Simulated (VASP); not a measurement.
Write the native input for VASP 6.6.1 that does the following.

```
Task                   : single point
Functional             : PBEsol
Potentials or basis    : VASP PAW PBE potentials, release 64 (Cu)
Cutoff                 : 520 eV
k mesh                 : 13 × 13 × 7
Occupations            : methfessel-paxton, width 0.15 eV
Spin                   : no spin polarisation
Dipole correction      : no
Further INCAR settings : ALGO = Normal; EDIFF = 1e-06; NBANDS = 18
```

The structure of Cu lies in POSCAR:

```
Cu
1.0
    2.5340970000      0.0000000000      0.0000000000
   -1.2670480000      2.1945920000      0.0000000000
    0.0000000000      0.0000000000      4.1125710000
Cu
2
Direct
    0.3333333333      0.6666666667      0.2500000000
    0.6666666667      0.3333333333      0.7500000000
```

One way to write it, as run:

INCAR

```
SYSTEM = Cu
ALGO = Normal
EDIFF = 1E-6
ENCUT = 520
GGA = PS
ISIF = 2
ISMEAR = 1
LASPH = .TRUE.
LCHARG = .TRUE.
LELF = .TRUE.
LREAL = .FALSE.
LVHAR = .TRUE.
LWAVE = .FALSE.
NBANDS = 18
NELM = 100
PREC = Accurate
SIGMA = 0.15
```

KPOINTS

```
k-points
0
G
  13 13 7
  0 0 0
```

Potentials or basis: VASP PAW PBE potentials, release 64 (Cu).

Command:

```console
$ cat potpaw_PBE.64/Cu/POTCAR > POTCAR
$ mpirun -np 1 vasp_std > vasp.out
```

Results of the run:

```
Pressure               : -1.1 GPa
Band gap on the k mesh : zero (band 11 reaches 10.86 eV, above the bottom of band 12 at 5.88 eV)
```

Caveat: the PAW data sets were made with another functional, which shifts forces and pressure a little.

Wall time 25 s on 1 thread of AMD EPYC 7R43 64-Core Processor (Zen 3) (shared host), peak memory 0.12 GiB.
